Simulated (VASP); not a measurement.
Cd: relaxation of cell and atoms with PBE

Crystal: Cd.

```
CELL_PARAMETERS angstrom
2.97887 0.00000 0.00000
-1.48944 2.57978 0.00000
0.00000 0.00000 5.61765
ATOMIC_POSITIONS crystal
Cd 0.33333 0.66667 0.25000
Cd 0.66667 0.33333 0.75000
```

```yaml
Program: VASP 6.6.1
Task: relaxation of cell and atoms
Functional: PBE
Potentials_or_basis: VASP PAW PBE potentials, release 64 (Cd)
Cutoff: 600 eV
k_mesh: 9 × 9 × 4
Occupations: gaussian, width 0.1 eV
Spin: no spin polarisation
Dipole_correction: no
Further_INCAR_settings: ALGO = Normal; EDIFF = 1e-06; IBRION = 2; EDIFFG = -0.01; NSW = 80; ISIF = 3
```

| Item | Value |
| --- | --- |
| Relaxed volume | 23.60 Å³/atom |
| Relaxed cell | a = 2.974 Å, b = 2.974 Å, c = 6.160 Å, α = 90.00°, β = 90.00°, γ = 120.00° |
| Space group after relaxing (to 0.05 Å) | P6_3/mmc (No. 194) |
| Energy gained by relaxing | 30.5 meV/atom |
| Ionic steps | 14 |
| Pressure after relaxing | 0.0 GPa |
| Band gap on the k mesh | zero (band 12 reaches 3.81 eV, above the bottom of band 13 at -0.52 eV) |

The path:
```
step  energy change (eV)  largest force (eV/Å)  pressure (GPa)  volume (Å³)
   1              0.0000                0.0000            3.60        43.17
   2             -0.0360                0.0000            0.26        46.28
   3             -0.0363                0.0000           -0.07        46.62
   4             -0.0363                0.0000           -0.01        46.55
   5             -0.0377                0.0000            0.00        46.58
   6             -0.0463                0.0000           -0.22        46.68
   7             -0.0604                0.0000            0.11        46.83
   8             -0.0607                0.0000            0.06        46.85
   9             -0.0608                0.0000            0.11        46.86
  10             -0.0607                0.0000            0.31        46.88
  11             -0.0608                0.0000            0.35        46.87
  12             -0.0608                0.0000            0.21        46.87
  13             -0.0606                0.0000           -0.35        47.61
  14             -0.0611                0.0000           -0.02        47.20
```

Final structure:
```xyz
2
Lattice="2.9744 0.0000 0.0000 -1.4872 2.5759 0.0000 0.0000 0.0000 6.1604" Properties=species:S:1:pos:R:3 pbc="T T T"
Cd    0.0000    1.7173    1.5401
Cd    1.4872    0.8586    4.6203
```

Levels at points of the mesh, in eV from the Fermi level:
| k point | band 9 | band 10 | band 11 | band 12 | band 13 | band 14 | band 15 | band 16 |
| --- | --- | --- | --- | --- | --- | --- | --- | --- |
| (0.00, 0.00, 0.00) | -8.64 | -8.64 | -8.43 | -4.18 | -3.08 | 7.64 | 11.74 | 14.69 |
| (0.00, 0.00, 0.50) | -8.70 | -8.70 | -7.22 | -7.22 | 2.00 | 2.00 | 14.97 | 14.97 |

Run time: 5.4 min on 1 thread of AMD EPYC 7R13 (shared host), peak memory 0.16 GiB.

PBE usually gives volumes a little too large and moduli too small. Zero-point motion and thermal expansion aren't in these numbers.
